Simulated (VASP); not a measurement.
A run of VASP 6.6.1 is set up as follows.

File INCAR:

```
SYSTEM = InW8C8
PREC = Accurate
ENCUT = 520
EDIFF = 1E-6
ISMEAR = 0
SIGMA = 0.05
LREAL = Auto
LASPH = .TRUE.
NELM = 100
ALGO = Normal
ISIF = 2
LWAVE = .FALSE.
LCHARG = .FALSE.
GGA = PE
NBANDS = 92
```

File KPOINTS:

```
Automatic mesh
0
G
  3 3 1
  0 0 0
```

The input POSCAR:

```
InW8C8
1.0
    5.8006000000      0.0000000000      0.0000000000
   -2.9003000000      5.0234670000      0.0000000000
    0.0000000000      0.0000000000     15.2466500000
W C In
8 8 1
Direct
    0.0000000000      0.0000000000      0.0655881784
   -0.0004951599     -0.0023270781      0.2531841421
    0.0000000498      0.5000000995      0.0655881784
   -0.0000431961      0.4981513763      0.2550686216
    0.5000000000      0.0000000000      0.0655881784
    0.4997078376     -0.0021803667      0.2531952921
    0.5000000498      0.5000000995      0.0655881784
    0.5001414898      0.4988238203      0.2528556765
    0.3332454337      0.1675066244      0.1518102665
    0.3329558101      0.1593381623      0.3258892281
    0.3333634836      0.6681564744      0.1521227942
    0.3292257514      0.6538440483      0.3307283895
    0.8330971067      0.1673447840      0.1525269485
    0.8340181615      0.1597892452      0.3302244100
    0.8337927296      0.6679412844      0.1518932356
    0.8316494953      0.6544068071      0.3310281275
    0.6618022390      0.8072365161      0.4444650464
```

Potentials or basis: VASP PAW PBE potentials, release 64 (W_sv, C, In_d).

Run with:

```bash
$ cat potpaw_PBE.64/W_sv/POTCAR potpaw_PBE.64/C/POTCAR potpaw_PBE.64/In_d/POTCAR > POTCAR
$ mpirun -np 1 vasp_std > vasp.out
```

Q: Estimate the largest force.

A: 0.180 eV/Å.

Q: Estimate the band gap on the k mesh.

A: Zero (an odd number of electrons rules out a gap without spin polarisation).

Forces in eV/Å, atoms in the order of the input:
```
W   -0.020 -0.019 -0.133
W    0.008 -0.006 -0.043
W   -0.001 -0.015  0.179
W    0.007 -0.001 -0.038
W    0.020 -0.012 -0.126
W    0.013 -0.004 -0.039
W    0.001  0.050 -0.149
W    0.012 -0.013 -0.050
C    0.004 -0.001  0.003
C   -0.012  0.007  0.087
C    0.003 -0.004 -0.002
C   -0.014  0.007  0.096
C    0.006  0.000  0.000
C   -0.014  0.010  0.088
C    0.006 -0.003  0.004
C   -0.011  0.006  0.092
In  -0.006 -0.004  0.031
```

Caveat: the k points lie up to 0.42 Å⁻¹ apart, too coarse for converged energies and pressures of a metal; spin-orbit coupling is left out, which moves the levels of the heavy elements.
